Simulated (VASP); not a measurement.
# B3As (P6_3/mcm) in VASP: a series of runs

B3As is run at these levels: PBE; tasks: single point, relaxation of cell and atoms.

Everything below comes from runs of VASP 6.6.1. Logs are shortened: lines on timing, memory, paths and dates and some standing lists are left out, and cuts for length are marked.

## Step 1: The cell of the first run

Symmetry: P6_3/mcm, No. 193, hexagonal system. The conventional cell has a = 4.955 Å, b = 4.955 Å, c = 4.403 Å, α = 90.00°, β = 90.00°, γ = 120.00°. B (site symmetry m2m) has 2 As at 1.87 Å within 2.5 Å. As (site symmetry -3m) has 6 B at 1.87 Å and 2 As at 2.20 Å within 2.5 Å.

The cell was built from a structure type or drawn by symmetry, and may not be a known phase.

## Step 2: Single point, PBE

Input file INCAR:

```
PREC = Accurate ; ENCUT = 520
EDIFF = 1E-7 ; ISMEAR = 0
SIGMA = 0.1 ; LREAL = F
LASPH = T ; NELM = 80
ALGO = Normal ; ISIF = 2
LWAVE = F ; LCHARG = T
GGA = PE ; LELF = T
LVHAR = T ; NBANDS = 24
```

Input file KPOINTS:

```
regular mesh
0
Gamma
  6 6 4
```

Input file POSCAR:

```
B3As
1.0
    4.9546496600      0.0000000000      0.0000000000
   -2.4773248300      4.2908524800      0.0000000000
    0.0000000000      0.0000000000      4.4029497900
B As
6 2
Direct
    0.6953384900      0.0000000000      0.7500000000
    0.0000000000      0.3046615100      0.2500000000
    0.3046615100      0.0000000000      0.2500000000
    0.0000000000      0.6953384900      0.7500000000
    0.6953384900      0.6953384900      0.2500000000
    0.3046615100      0.3046615100      0.7500000000
    0.0000000000      0.0000000000      0.0000000000
    0.0000000000      0.0000000000      0.5000000000
```

Potentials or basis: VASP PAW PBE potentials, release 64 (B, As).

Started as:

```bash
> cat potpaw_PBE.64/B/POTCAR potpaw_PBE.64/As/POTCAR > POTCAR
> mpirun -np 1 vasp_std > vasp.out
```

OUTCAR:

```text
PREC = Accurate
   ENCUT = 520
   EDIFF = 1E-7
   ISMEAR = 0
   LREAL = F
   LASPH = T
   NELM = 80
   ISIF = 2
   GGA = PE

 ion  position               nearest neighbor table
   1  0.695  0.000  0.750-   7 1.87   8 1.87
   2  0.000  0.305  0.250-   7 1.87   8 1.87
   3  0.305  0.000  0.250-   7 1.87   8 1.87
   4  0.000  0.695  0.750-   7 1.87   8 1.87
   5  0.695  0.695  0.250-   7 1.87   8 1.87
   6  0.305  0.305  0.750-   7 1.87   8 1.87
   7  0.000  0.000  0.000-   1 1.87   3 1.87   2 1.87   4 1.87   5 1.87   6 1.87   8 2.20   8 2.20

   8  0.000  0.000  0.500-   1 1.87   3 1.87   2 1.87   4 1.87   5 1.87   6 1.87   7 2.20   7 2.20

  LATTYP: Found a hexagonal cell.
 ALAT       =     4.9546496600
 C/A-ratio  =     0.8886500746

  Lattice vectors:

 A1 = (   4.9546496600,   0.0000000000,   0.0000000000)
 A2 = (  -2.4773248300,   4.2908524800,   0.0000000000)
 A3 = (   0.0000000000,   0.0000000000,   4.4029497900)

Analysis of symmetry for initial positions (statically):
=====================================================================
 Subroutine PRICEL returns:
 Original cell was already a primitive cell.

 Routine SETGRP: Setting up the symmetry group for a
 hexagonal supercell.

 Subroutine GETGRP returns: Found 24 space group operations
 (whereof 12 operations were pure point group operations)
 out of a pool of 24 trial point group operations.

The static configuration has the point symmetry D_3d.
 The point group associated with its full space group is D_6h.

Analysis of symmetry for dynamics (positions and initial velocities):
=====================================================================
 Subroutine PRICEL returns:
 Original cell was already a primitive cell.

 Routine SETGRP: Setting up the symmetry group for a
 hexagonal supercell.

 Subroutine GETGRP returns: Found 24 space group operations
 (whereof 12 operations were pure point group operations)
 out of a pool of 24 trial point group operations.

The dynamic configuration has the point symmetry D_3d.
 The point group associated with its full space group is D_6h.

 Subroutine INISYM returns: Found 24 space group operations
 (whereof 12 operations are pure point group operations),
 and found     1 'primitive' translations

----------------------------------------------------------------------------------------

                                     Primitive cell

  volume of cell :      93.6053

  direct lattice vectors                    reciprocal lattice vectors
     4.954649660  0.000000000  0.000000000     0.201830617  0.116526961  0.000000000
    -2.477324830  4.290852480  0.000000000     0.000000000  0.233053922  0.000000000
     0.000000000  0.000000000  4.402949790     0.000000000  0.000000000  0.227120464

  length of vectors
     4.954649660  4.954649667  4.402949790     0.233053922  0.233053922  0.227120464

  position of ions in fractional coordinates (direct lattice)
     0.695338490  0.000000000  0.750000000
     0.000000000  0.304661510  0.250000000
     0.304661510  0.000000000  0.250000000
     0.000000000  0.695338490  0.750000000
     0.695338490  0.695338490  0.250000000
     0.304661510  0.304661510  0.750000000
     0.000000000  0.000000000  0.000000000
     0.000000000  0.000000000  0.500000000

  ion indices of the primitive-cell ions
   primitive index   ion index
                 1           1
                 2           2
                 3           3
                 4           4
                 5           5
                 6           6
                 7           7
                 8           8

----------------------------------------------------------------------------------------

 KPOINTS: regular mesh

Automatic generation of k-mesh.
 Grid dimensions read from file:
 generate k-points for:    6    6    4

 Generating k-lattice:

  Cartesian coordinates                     Fractional coordinates (reciprocal lattice)
     0.033638436  0.019421160  0.000000000     0.166666667 -0.000000000  0.000000000
     0.000000000  0.038842320  0.000000000     0.000000000  0.166666667  0.000000000
     0.000000000  0.000000000  0.056780116     0.000000000  0.000000000  0.250000000

  Length of vectors
     0.038842320  0.038842320  0.056780116

  Shift w.r.t. Gamma in fractional coordinates (k-lattice)
     0.000000000  0.000000000  0.000000000

 Subroutine IBZKPT returns following result:
 ===========================================

 Found     21 irreducible k-points:

 Following reciprocal coordinates:
            Coordinates               Weight
  0.000000  0.000000  0.000000      1.000000
  0.166667 -0.000000  0.000000      6.000000
  0.333333  0.000000  0.000000      6.000000
  0.500000  0.000000  0.000000      3.000000
  0.166667  0.166667  0.000000      6.000000
  0.333333  0.166667  0.000000     12.000000
[... 13 lines left out ...]
  0.333333  0.166667  0.500000     12.000000
  0.333333  0.333333  0.500000      2.000000
   k-points           NKPTS =     21   k-points in BZ     NKDIM =     21   number of bands    NBANDS=     24
   number of dos      NEDOS =    301   number of ions     NIONS =      8
   total plane-waves  NPLWV =  57600
   dimension x,y,z NGX =    40 NGY =   40 NGZ =   36
   dimension x,y,z NGXF=    80 NGYF=   80 NGZF=   72
   ions per type =               6   2
   NGX,Y,Z   is equivalent  to a cutoff of  13.42, 13.42, 13.59 a.u.
   NGXF,Y,Z  is equivalent  to a cutoff of  26.84, 26.84, 27.19 a.u.
 SYSTEM =  unknown system
   PREC   = accura    normal or accurate (medium, high low for compatibility)
   ISTART =      0    job   : 0-new  1-cont  2-samecut
   ICHARG =      2    charge: 1-file 2-atom 10-const
   ISPIN  =      1    spin polarized calculation?
   LNONCOLLINEAR =      F non collinear calculations
   LSORBIT =      F    spin-orbit coupling
   LASPH  =      T    aspherical Exc in radial PAW
   ENCUT  =  520.0 eV  38.22 Ry    6.18 a.u.   9.21  9.21  8.19*2*pi/ulx,y,z
   NELM   =     80;   NELMIN=  2; NELMDL= -5     # of ELM steps
   EDIFF  = 0.1E-06   stopping-criterion for ELM
   LREAL  =      F    real-space projection
   EDIFFG = 0.1E-05   stopping-criterion for IOM
   NSW    =      0    number of steps for IOM
   IBRION =     -1    ionic relax: 0-MD 1-quasi-New 2-CG
   NFREE  =      0    steps in history (QN), initial steepest desc. (CG)
   ISIF   =      2    stress and relaxation
   ISYM   =      2    0-nonsym 1-usesym 2-fastsym
   POTIM  = 0.5000    time-step for ionic-motion
   TEBEG  =    0.0;   TEEND  =   0.0 temperature during run
   PSTRESS=    0.0 pullay stress
   NELECT =      28.0000    total number of electrons
   NUPDOWN=      -1.0000    fix difference up-down
   EMIN   =  10.00;   EMAX   =-10.00  energy-range for DOS
   EFERMI =   0.00;   METHOD = LEGACY
   ISMEAR =     0;   SIGMA  =   0.10  broadening in eV -4-tet -1-fermi 0-gaus
   EFERMI_NEDOS =   21; number of points for ismear=-14 and -15
   IALGO  =     38    algorithm
   IMIX   =      4    mixing-type and parameters
     AMIX     =   0.40;   BMIX     =  1.00
     AMIX_MAG =   1.60;   BMIX_MAG =  1.00
  volume/ion in A,a.u.               =      11.70        78.96
  Fermi-wavevector in a.u.,A,eV,Ry     =   1.094865  2.068996 16.309717  1.198730
  Thomas-Fermi vector in A             =   2.231178
   LORBIT       =      0    0 simple, 1 ext, 2 COOP (PROOUT), +10 PAW based schemes
   GGA     = PE    functional components
   LHFCALC =     F    Hartree Fock is set to
   AEXX    =    0.0000 exact exchange contribution
   IVDW    =     0    specifies the selected vdW correction
   LEPSILON=     F    determine dielectric tensor
   LRPA    =     F    only Hartree local field effects (RPA)
 non-spin polarized calculation
 Gauss-broadening in eV      SIGMA  =   0.10
  energy-cutoff  :      520.00
  volume of cell :       93.61
 maximum number of plane-waves:      2548
 NGX is ok and might be reduce to    40
   NGX = 19   NGY = 19   NGZ = 17

 number of electron      28.0000000 magnetization

 Free energy of the ion-electron system (eV)
  ---------------------------------------------------
  ext. energy  EPLUGINS =         0.00000000
  ---------------------------------------------------
  free energy    TOTEN  =       -19.31292992 eV

  energy without entropy =      -19.29584352  energy(sigma->0) =      -19.30438672

 E-fermi :   5.1529     XC(G=0): -10.5204

 val. band max:        5.1352094303   @ k =   0.5000   0.0000   0.5000
 cond. band min:       5.2063542651   @ k =   0.1667   0.1667   0.0000
 fundamental gap:      0.0711448348
 Fermi energy:         5.1528801479

 k-point     1 :       0.0000    0.0000    0.0000
  band No.  band energies     occupation
      1     -14.4985      2.00000
      2      -8.0962      2.00000
      3      -6.2992      2.00000
      4      -5.6309      2.00000
      5      -5.6309      2.00000
      6      -1.3629      2.00000
[... 16 lines left out ...]
     23       8.9797      0.00000
     24       9.0404      0.00000

 k-point     2 :       0.1667   -0.0000    0.0000
  band No.  band energies     occupation
      1     -14.4784      2.00000
      2      -8.0871      2.00000
      3      -6.2521      2.00000
      4      -5.8980      2.00000
      5      -5.6817      2.00000
      6      -0.8768      2.00000
[... 16 lines left out ...]
     23       8.9412      0.00000
     24       9.2265      0.00000

 k-point     3 :       0.3333    0.0000    0.0000
  band No.  band energies     occupation
      1     -14.4375      2.00000
      2      -8.0686      2.00000
      3      -6.3339      2.00000
      4      -6.1524      2.00000
      5      -5.7777      2.00000
      6      -0.4891      2.00000
[... 16 lines left out ...]
     23       8.9893      0.00000
     24      10.0140      0.00000

 k-point     4 :       0.5000    0.0000    0.0000
  band No.  band energies     occupation
      1     -14.4165      2.00000
      2      -8.0593      2.00000
      3      -6.5205      2.00000
      4      -6.0995      2.00000
      5      -5.8232      2.00000
      6      -0.5816      2.00000
[... 16 lines left out ...]
     23       8.4043      0.00000
     24      10.5061      0.00000

 k-point     5 :       0.1667    0.1667    0.0000
  band No.  band energies     occupation
      1     -14.4478      2.00000
      2      -8.0733      2.00000
      3      -6.1909      2.00000
      4      -6.1782      2.00000
      5      -5.8111      2.00000
      6      -0.2011      2.00000
[... 16 lines left out ...]
     23       9.3640      0.00000
     24       9.7108      0.00000

 k-point     6 :       0.3333    0.1667    0.0000
  band No.  band energies     occupation
      1     -14.4166      2.00000
      2      -8.0593      2.00000
      3      -6.4203      2.00000
      4      -6.0999      2.00000
      5      -5.9658      2.00000
      6      -0.4655      2.00000
[... 16 lines left out ...]
     23       9.1876      0.00000
     24      10.5116      0.00000
[... 298 lines left out ...]
 k-point    18 :       0.5000    0.0000    0.5000
  band No.  band energies     occupation
      1     -12.6317      2.00000
      2     -12.6317      2.00000
      3      -4.7670      2.00000
      4      -4.7670      2.00000
      5      -4.0462      2.00000
      6      -4.0462      2.00000
[... 16 lines left out ...]
     23       8.5775      0.00000
     24       8.5775      0.00000

 k-point    19 :       0.1667    0.1667    0.5000
  band No.  band energies     occupation
      1     -12.6633      2.00000
      2     -12.6633      2.00000
      3      -4.4282      2.00000
      4      -4.4282      2.00000
      5      -4.0317      2.00000
      6      -4.0317      2.00000
[... 16 lines left out ...]
     23       8.6395      0.00000
     24       8.6395      0.00000

 k-point    20 :       0.3333    0.1667    0.5000
  band No.  band energies     occupation
      1     -12.6318      2.00000
      2     -12.6318      2.00000
      3      -4.6646      2.00000
      4      -4.6646      2.00000
      5      -4.1951      2.00000
      6      -4.1951      2.00000
[... 16 lines left out ...]
     23       8.6295      0.00000
     24       8.6295      0.00000

 k-point    21 :       0.3333    0.3333    0.5000
  band No.  band energies     occupation
      1     -12.6211      2.00000
      2     -12.6211      2.00000
      3      -4.5105      2.00000
      4      -4.5105      2.00000
      5      -4.5105      2.00000
      6      -4.5105      2.00000
[... 16 lines left out ...]
     23       8.8814      0.00000
     24       8.8814      0.00000

------------------------ aborting loop because EDIFF is reached ----------------------------------------

  FORCE on cell =-STRESS in cart. coord.  units (eV):
  Direction    XX          YY          ZZ          XY          YZ          ZX
  --------------------------------------------------------------------------------------
  -------------------------------------------------------------------------------------
  Total       24.0027774     24.0027775     62.1500397      0.0000000      0.0000000     -0.0000000
  in kB      410.8391403    410.8391418   1063.7797640      0.0000000      0.0000000     -0.0000000
  external PRESSURE =     628.4860154 kB  Pullay stress =       0.0000000 kB

 VOLUME and BASIS-vectors are now :
 -----------------------------------------------------------------------------
  energy-cutoff  :      520.00
  volume of cell :       93.61
      direct lattice vectors                 reciprocal lattice vectors
     4.954649660  0.000000000  0.000000000     0.201830617  0.116526961  0.000000000
    -2.477324830  4.290852480  0.000000000     0.000000000  0.233053922  0.000000000
     0.000000000  0.000000000  4.402949790     0.000000000  0.000000000  0.227120464

 POSITION                                       TOTAL-FORCE (eV/Angst)
 -----------------------------------------------------------------------------------
      3.44516      0.00000      3.30221        -8.214797      0.000000     -0.000000
     -0.75475      1.30726      1.10074        -4.107398      7.114223     -0.000000
      1.50949      0.00000      1.10074         8.214797      0.000000      0.000000
     -1.72258      2.98359      3.30221         4.107398     -7.114223      0.000000
      1.72258      2.98359      1.10074        -4.107398     -7.114223      0.000000
      0.75475      1.30726      3.30221         4.107398      7.114223      0.000000
      0.00000      0.00000      0.00000        -0.000000      0.000000     -0.000000
      0.00000      0.00000      2.20147        -0.000000      0.000000     -0.000000
 -----------------------------------------------------------------------------------
    total drift:                                0.000000      0.000000     -0.000000

  FREE ENERGIE OF THE ION-ELECTRON SYSTEM (eV)
  ---------------------------------------------------
  free  energy   TOTEN  =       -19.3129299189 eV

  energy  without entropy=      -19.2958435174  energy(sigma->0) =      -19.30438672
```

It took 70 s on 1 thread of Intel Xeon Platinum 8259CL at 2.50GHz (Skylake/Cascade Lake), shared host; peak memory 0.24 GiB.

What came out:

```
Free energy            : -19.3129 eV
Pressure               : 62.8 GPa
Largest force          : 8.215 eV/Å
Band gap on the k mesh : zero (bands 14 and 15 overlap by 0.81 eV)
```

Forces on the atoms (eV/Å):
```
B   -8.215  0.000  0.000
B   -4.107  7.114  0.000
B    8.215  0.000  0.000
B    4.107 -7.114  0.000
B   -4.107 -7.114  0.000
B    4.107  7.114  0.000
As   0.000  0.000  0.000
As   0.000  0.000  0.000
```

Caveat: the cell stands under pressure; forces of over 1 eV/Å act on the atoms, so gaps and moduli don't describe the material at rest.

## Step 3: Relaxation of cell and atoms, PBE

Input file INCAR:

```
SYSTEM = B3As
PREC = Accurate
ENCUT = 600
EDIFF = 1E-6
ISMEAR = 0
SIGMA = 0.1
LREAL = .FALSE.
LASPH = .TRUE.
NELM = 100
ALGO = Normal
ISIF = 3
LWAVE = .FALSE.
LCHARG = .FALSE.
GGA = PE
IBRION = 2
NSW = 90
EDIFFG = -0.04
```

Input file KPOINTS:

```
Automatic mesh
0
G
  6 6 4
  0 0 0
```

POSCAR is that of step 2.

Potentials or basis: VASP PAW PBE potentials, release 64 (B, As).

Started as:

```bash
> cat potpaw_PBE.64/B/POTCAR potpaw_PBE.64/As/POTCAR > POTCAR
> mpirun -np 1 vasp_std > vasp.out
```

Wall time 15 min (1 thread of Intel Xeon Platinum 8259CL at 2.50GHz (Skylake/Cascade Lake), shared host); peak memory 0.26 GiB.

It converged, with:

| Item | Value |
| --- | --- |
| Free energy | -43.9757 eV |
| Relaxed volume | 10.00 Å³/atom |
| Relaxed cell | a = 3.436 Å, b = 3.436 Å, c = 7.823 Å, α = 90.00°, β = 90.00°, γ = 120.00° |
| Space group after relaxing (to 0.1 Å) | P6/mmm (No. 191) |
| Pressure after relaxing | 0.0 GPa |
| Largest force after relaxing | 0.009 eV/Å |
| Band gap on the k mesh | zero (bands 14 and 15 overlap by 4.06 eV) |

Forces in eV/Å, atoms in the order of the input:
```
B   -0.009  0.000  0.000
B   -0.005  0.008  0.000
B    0.009  0.000  0.000
B    0.005 -0.008  0.000
B   -0.005 -0.008  0.000
B    0.005  0.008  0.000
As   0.000  0.000  0.000
As   0.000  0.000  0.000
```

Stress tensor (GPa, compression positive):
```
 0.10  0.00  0.00
 0.00  0.10  0.00
 0.00  0.00 -0.06
```

Final structure:
```
B As
1.0
     3.43629    0.00000    0.00000
    -1.71815    2.97592    0.00000
     0.00000    0.00000    7.82277
B As
6 2
Cartesian
  1.7197 0.0000 5.8671
  2.5780 1.4866 1.9557
  1.7166 0.0000 1.9557
  -0.8598 1.4893 5.8671
  0.8598 1.4893 1.9557
  0.8583 1.4866 5.8671
  0.0000 0.0000 0.0000
  0.0000 0.0000 3.9114
```

Levels at points of the mesh, in eV from the Fermi level:
| k point | band 11 | band 12 | band 13 | band 14 | band 15 | band 16 | band 17 | band 18 |
| --- | --- | --- | --- | --- | --- | --- | --- | --- |
| (0.00, 0.00, 0.00) | -2.73 | -0.33 | 1.23 | 1.23 | 1.34 | 2.19 | 2.19 | 3.04 |
| (0.50, 0.00, 0.00) | -3.35 | -3.33 | -2.89 | -2.04 | -1.24 | 0.75 | 3.24 | 4.50 |
| (0.00, 0.00, 0.50) | -3.24 | -3.24 | 2.48 | 2.48 | 2.48 | 2.49 | 2.51 | 2.51 |
| (0.50, 0.00, 0.50) | -4.19 | -4.19 | 0.13 | 0.13 | 0.54 | 0.54 | 1.67 | 1.67 |

Caveat: a cell axis changed by over 15 % at a fixed basis, so the end point is rough.
